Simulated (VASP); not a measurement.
Input of a VASP 6.6.1 run:

File INCAR:

```
SYSTEM = SrAl2Cl2
ALGO = Normal ; EDIFF = 1E-6
EDIFFG = -0.03 ; ENCUT = 600
IBRION = 2 ; ISIF = 3
ISMEAR = -1 ; LASPH = .True.
LCHARG = .False. ; LREAL = .False.
LWAVE = .False. ; NELM = 100
NSW = 80 ; PREC = Accurate
SIGMA = 0.1
```

The input KPOINTS:

```
k-points
0
Gamma
  7 7 6
  0 0 0
```

POSCAR

```
SrAl2Cl2
1.0
    2.6223320000      4.5420060000      0.0000000000
   -2.6223320000      4.5420060000      0.0000000000
    0.0000000000      0.0000000000      5.4719360000
Cl Al Sr
2 2 1
Direct
    0.3333000000      0.3334000000      0.0976000000
    0.6667000000      0.6666000000      0.9024000000
    0.3333000000      0.3334000000      0.4589000000
    0.6667000000      0.6666000000      0.5411000000
    0.0000000000      0.0000000000      0.0000000000
```

Potentials or basis: VASP PAW LDA potentials, release 64 (Cl, Al, Sr_sv).

The run is started by

```bash
$ cat potpaw_LDA.64/Cl/POTCAR potpaw_LDA.64/Al/POTCAR potpaw_LDA.64/Sr_sv/POTCAR > POTCAR
$ mpirun -np 1 vasp_std > vasp.out
```

Problem. Estimate the space group after relaxing (to 0.1 Å).

Solution. P-3m1 (No. 164).

Problem. Predict the relaxed volume.

Solution. 24.39 Å³/atom.

The path:
| step | energy change (eV) | largest force (eV/Å) | pressure (GPa) | volume (Å³) |
| --- | --- | --- | --- | --- |
| 1 | 0.0000 | 4.9432 | 2.90 | 130.35 |
| 2 | -1.2851 | 0.6213 | -2.62 | 137.68 |
| 3 | -1.5451 | 0.0990 | -3.54 | 134.62 |
| 4 | -1.6885 | 0.1988 | -0.73 | 124.68 |
| 5 | -1.6904 | 0.2142 | -0.30 | 123.52 |
| 6 | -1.7003 | 0.0863 | -0.12 | 122.64 |
| 7 | -1.7024 | 0.1149 | 0.02 | 122.04 |
| 8 | -1.7036 | 0.0818 | -0.01 | 122.01 |
| 9 | -1.7048 | 0.0034 | -0.09 | 121.95 |
